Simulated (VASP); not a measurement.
# V (R-3m) in VASP: a series of runs

The runs below take V through relaxation of cell and atoms, single point, with PBE.

Everything below comes from runs of VASP 6.6.1. Logs are shortened: lines on timing, memory, paths and dates and some standing lists are left out, and cuts for length are marked.

### Step 1. The cell of the first run

It takes space group R-3m (No. 166, trigonal). Conventional cell: a = 3.387 Å, b = 3.387 Å, c = 8.846 Å, α = 90.00°, β = 90.00°, γ = 120.00°. Within 3.0 Å of V (site symmetry 3m) lie 6 V at 2.29 to 2.63 Å.

### Step 2. Relaxation of cell and atoms, PBE

INCAR reads:

```
SYSTEM = V
PREC = Accurate ; ENCUT = 600
EDIFF = 1E-6 ; ISMEAR = 0
SIGMA = 0.1 ; LREAL = .False.
LASPH = .True. ; NELM = 100
ALGO = Normal ; ISIF = 3
LWAVE = .False. ; LCHARG = .False.
GGA = PE ; IBRION = 2
NSW = 90 ; EDIFFG = -0.04
```

KPOINTS reads:

```
Automatic mesh
0
Gamma
  6 6 6
  0 0 0
```

POSCAR reads:

```
V
1.0
    1.6937262648      0.9778733149      2.9486237127
   -1.6937262648      0.9778733149      2.9486237127
    0.0000000000     -1.9557466298      2.9486237127
V
2
Direct
    0.2336400000      0.2336400000      0.2336400000
    0.7663600000      0.7663600000      0.7663600000
```

Potentials or basis: VASP PAW PBE potentials, release 64 (V_sv).

Started as:

```bash
$ cat potpaw_PBE.64/V_sv/POTCAR > POTCAR
$ mpirun -np 1 vasp_std > vasp.out
```

OUTCAR:

```text
SYSTEM = V
   PREC = Accurate
   ENCUT = 600
   EDIFF = 1E-6
   ISMEAR = 0
   LREAL = .False.
   LASPH = .True.
   NELM = 100
   ISIF = 3
   GGA = PE
   IBRION = 2
   NSW = 90
   EDIFFG = -0.04

 ion  position               nearest neighbor table
   1  0.234  0.234  0.234-   2 2.29   2 2.29   2 2.29   2 2.63   2 2.63   2 2.63
   2  0.766  0.766  0.766-   1 2.29   1 2.29   1 2.29   1 2.63   1 2.63   1 2.63

  LATTYP: Found a trigonal (rhomboedric) cell.
 ALAT       =     3.5382660555
 COS(alpha) =     0.5417151843

  Lattice vectors:

 A1 = (   1.6937262648,   0.9778733149,   2.9486237127)
 A2 = (  -1.6937262648,   0.9778733149,   2.9486237127)
 A3 = (   0.0000000000,  -1.9557466298,   2.9486237127)

Analysis of symmetry for initial positions (statically):
=====================================================================
 Subroutine PRICEL returns:
 Original cell was already a primitive cell.

 Routine SETGRP: Setting up the symmetry group for a
 trigonal (rhombohedral) supercell.

 Subroutine GETGRP returns: Found 12 space group operations
 (whereof 12 operations were pure point group operations)
 out of a pool of 12 trial point group operations.

The static configuration has the point symmetry D_3d.

Analysis of symmetry for dynamics (positions and initial velocities):
=====================================================================
 Subroutine PRICEL returns:
 Original cell was already a primitive cell.

 Routine SETGRP: Setting up the symmetry group for a
 trigonal (rhombohedral) supercell.

 Subroutine GETGRP returns: Found 12 space group operations
 (whereof 12 operations were pure point group operations)
 out of a pool of 12 trial point group operations.

The dynamic configuration has the point symmetry D_3d.

 Subroutine INISYM returns: Found 12 space group operations
 (whereof 12 operations are pure point group operations),
 and found     1 'primitive' translations

----------------------------------------------------------------------------------------

                                     Primitive cell

  volume of cell :      29.3019

  direct lattice vectors                    reciprocal lattice vectors
     1.693726265  0.977873315  2.948623713     0.295207089  0.170437892  0.113047091
    -1.693726265  0.977873315  2.948623713    -0.295207089  0.170437892  0.113047091
     0.000000000 -1.955746630  2.948623713     0.000000000 -0.340875784  0.113047091

  length of vectors
     3.538266055  3.538266055  3.538266055     0.359132211  0.359132211  0.359132211

  position of ions in fractional coordinates (direct lattice)
     0.233640000  0.233640000  0.233640000
     0.766360000  0.766360000  0.766360000

[... 97 lines left out ...]
  volume/ion in A,a.u.               =      14.65        98.87
  Fermi-wavevector in a.u.,A,eV,Ry     =   1.573139  2.972802 33.671246  2.474767
  Thomas-Fermi vector in A             =   2.674468
   LORBIT       =      0    0 simple, 1 ext, 2 COOP (PROOUT), +10 PAW based schemes
   GGA     = PE    functional components
   LHFCALC =     F    Hartree Fock is set to
   AEXX    =    0.0000 exact exchange contribution
   IVDW    =     0    specifies the selected vdW correction
   LEPSILON=     F    determine dielectric tensor
   LRPA    =     F    only Hartree local field effects (RPA)
 conjugate gradient relaxation of ions
 non-spin polarized calculation
 Gauss-broadening in eV      SIGMA  =   0.10
  energy-cutoff  :      600.00
  volume of cell :       29.30
 maximum number of plane-waves:      1002
   NGX = 15   NGY = 15   NGZ = 15

--------------------------------------- Ionic step        1  -------------------------------------------

 number of electron      25.9999999 magnetization

 Free energy of the ion-electron system (eV)
  ---------------------------------------------------
  ext. energy  EPLUGINS =         0.00000000
  ---------------------------------------------------
  free energy    TOTEN  =       -15.90838411 eV

  energy without entropy =      -15.89621025  energy(sigma->0) =      -15.90229718

------------------------ aborting loop because EDIFF is reached ----------------------------------------

  FORCE on cell =-STRESS in cart. coord.  units (eV):
  Direction    XX          YY          ZZ          XY          YZ          ZX
  --------------------------------------------------------------------------------------
  -------------------------------------------------------------------------------------
  Total        0.3978292      0.3978292      0.9105857      0.0000000     -0.0000000      0.0000000
  in kB       21.7525811     21.7525811     49.7891815      0.0000000     -0.0000000      0.0000000
  external PRESSURE =      31.0981146 kB  Pullay stress =       0.0000000 kB
[... 89 lines left out ...]
  FREE ENERGIE OF THE ION-ELECTRON SYSTEM (eV)
  ---------------------------------------------------
  free  energy   TOTEN  =       -16.3785181098 eV

  energy  without entropy=      -16.3668998549  energy(sigma->0) =      -16.37270898

 E-fermi :  10.4502     XC(G=0): -13.0476

 val. band max:       10.3967410383   @ k =   0.5000   0.1667   0.0000
 cond. band min:      10.4580840916   @ k =   0.3333   0.1667   0.1667
 fundamental gap:      0.0613430533
 Fermi energy:        10.4501578635

 k-point     1 :       0.0000    0.0000    0.0000
  band No.  band energies     occupation
      1     -53.3739      2.00000
      2     -52.8720      2.00000
      3     -27.7426      2.00000
      4     -26.9947      2.00000
      5     -26.9947      2.00000
      6     -26.5758      2.00000
[... 459 lines left out ...]
      6     -26.6936      2.00000
[... 9 lines left out ...]
     16      13.2616      0.00000
     17      13.6671      0.00000

 [... further k-points ...]

[... ionic steps 4 to 24 ...]

--------------------------------------- Ionic step       25  -------------------------------------------

 number of electron      26.0000002 magnetization

------------------------ aborting loop because EDIFF is reached ----------------------------------------
[... 67 lines left out ...]
--------------------------------------- Ionic step       27  -------------------------------------------

 number of electron      25.9999996 magnetization

 Free energy of the ion-electron system (eV)
  ---------------------------------------------------
  ext. energy  EPLUGINS =         0.00000000
  ---------------------------------------------------
  free energy    TOTEN  =       -17.50028997 eV

  energy without entropy =      -17.48275433  energy(sigma->0) =      -17.49152215

 E-fermi :   9.6693     XC(G=0): -12.7454

 val. band max:        9.6541329867   @ k =  -0.3333   0.1667   0.1667
 cond. band min:       9.6772876071   @ k =   0.0000   0.0000   0.0000
 fundamental gap:      0.0231546204
 Fermi energy:         9.6692506610

 k-point     1 :       0.0000    0.0000    0.0000
  band No.  band energies     occupation
      1     -54.4190      2.00000
      2     -54.2335      2.00000
      3     -28.6167      2.00000
      4     -27.9180      2.00000
      5     -27.9180      2.00000
      6     -27.7926      2.00000
[... 500 lines left out ...]
  FREE ENERGIE OF THE ION-ELECTRON SYSTEM (eV)
  ---------------------------------------------------
  free  energy   TOTEN  =       -17.5002899712 eV

  energy  without entropy=      -17.4827543337  energy(sigma->0) =      -17.49152215

 reached required accuracy - stopping structural energy minimisation
```

CONTCAR:

```text
V
   1.00000000000000
     1.3642758305213294    0.7876650179941703    4.3052682110656422
    -1.3642758305213294    0.7876650179941703    4.3052682110656422
    -0.0000000000000000   -1.5753300359883406    4.3052682110656422
  V
     2
Direct
     0.2498498301139383    0.2498498301139383    0.2498498301139383
     0.7501501698860619    0.7501501698860619    0.7501501698860619

  0.00000000E+00  0.00000000E+00  0.00000000E+00
  0.00000000E+00  0.00000000E+00  0.00000000E+00
```

Run time: 6.5 min. Hardware: 1 thread of AMD EPYC 7R13, shared host; peak memory 0.14 GiB.

What came out:

- Free energy: -17.5003 eV
- Relaxed volume: 13.88 Å³/atom
- Relaxed cell: a = 4.584 Å, b = 4.584 Å, c = 4.584 Å, α = 34.63°, β = 34.63°, γ = 34.63°
- Space group after relaxing (to 0.1 Å): R-3m (No. 166)
- Energy gained by relaxing: 796.0 meV/atom
- Ionic steps: 27
- Pressure after relaxing: 0.0 GPa
- Largest force after relaxing: 0.040 eV/Å
- Band gap on the k mesh: zero (bands 13 and 14 overlap by 1.06 eV)

Forces in eV/Å, atoms in the order of the input:
```
V    0.000  0.000  0.040
V    0.000  0.000 -0.040
```

Stress tensor (GPa, compression positive):
```
-0.08  0.00  0.00
 0.00 -0.08  0.00
 0.00  0.00  0.20
```

The path:
| step | energy change (eV) | largest force (eV/Å) | pressure (GPa) | volume (Å³) |
| --- | --- | --- | --- | --- |
| 1 | 0.0000 | 3.0862 | 3.11 | 29.30 |
| 2 | -0.4689 | 0.1035 | -5.66 | 30.52 |
| 3 | -0.4701 | 0.0623 | -5.42 | 30.47 |
| 4 | -0.6592 | 0.9760 | 2.24 | 28.49 |
| 5 | -0.7426 | 2.1548 | 13.89 | 26.50 |
| 6 | -0.7794 | 2.2403 | 14.79 | 26.33 |
| 7 | -0.8750 | 2.4165 | 18.62 | 25.80 |
| 8 | -0.9347 | 2.8398 | 28.99 | 24.65 |
| 9 | -1.0843 | 2.3982 | 25.21 | 24.98 |
| 10 | -1.3423 | 1.7079 | 15.75 | 25.90 |
| 11 | -1.4783 | 1.3936 | 3.99 | 27.49 |
| 12 | -1.4843 | 1.3060 | 2.15 | 27.74 |
| 13 | -1.4878 | 1.2934 | 0.89 | 27.93 |
| 14 | -1.4925 | 1.2269 | -2.20 | 28.28 |
| 15 | -1.4907 | 1.2724 | -0.05 | 28.05 |
| 16 | -1.5237 | 1.0584 | -0.16 | 27.97 |
| 17 | -1.5842 | 0.3890 | 0.14 | 27.73 |
| 18 | -1.5383 | 0.8768 | 4.56 | 27.21 |
| 19 | -1.5897 | 0.0656 | 1.27 | 27.56 |
| 20 | -1.5906 | 0.0419 | 0.96 | 27.60 |
| 21 | -1.5906 | 0.0687 | 0.96 | 27.61 |
| 22 | -1.5913 | 0.0547 | -0.04 | 27.76 |
| 23 | -1.5913 | 0.0493 | -0.43 | 27.81 |
| 24 | -1.5913 | 0.0517 | -0.22 | 27.79 |
| 25 | -1.5913 | 0.0509 | -0.30 | 27.79 |
| 26 | -1.5916 | 0.0269 | -0.24 | 27.78 |
| 27 | -1.5919 | 0.0397 | 0.02 | 27.76 |

Final structure:
```
CELL_PARAMETERS angstrom
1.36428 0.78767 4.30527
-1.36428 0.78767 4.30527
0.00000 -1.57533 4.30527
ATOMIC_POSITIONS crystal
V 0.24985 0.24985 0.24985
V 0.75015 0.75015 0.75015
```

Levels at points of the mesh, in eV from the Fermi level:
```tsv
k point	band 9	band 10	band 11	band 12	band 13	band 14	band 15	band 16	band 17
(0.00, 0.00, 0.00)	-6.85	-3.32	-0.05	-0.05	0.01	0.01	0.40	1.15	1.90
(0.50, 0.00, 0.00)	-2.52	-2.51	-1.66	-1.65	-0.12	-0.11	1.26	1.29	3.03
(0.50, 0.50, 0.00)	-3.47	-3.34	-2.63	-0.15	0.26	0.66	2.93	3.12	3.35
(0.50, 0.50, 0.50)	-4.76	-4.75	-0.44	-0.41	0.42	0.42	0.42	0.42	1.90
```

Caveat: the k points lie up to 0.45 Å⁻¹ apart in the final cell, too coarse for converged energies and pressures of a metal; a cell axis changed by over 15 % at a fixed basis, so the end point is rough.

(Part 1 of 2 ends here.)
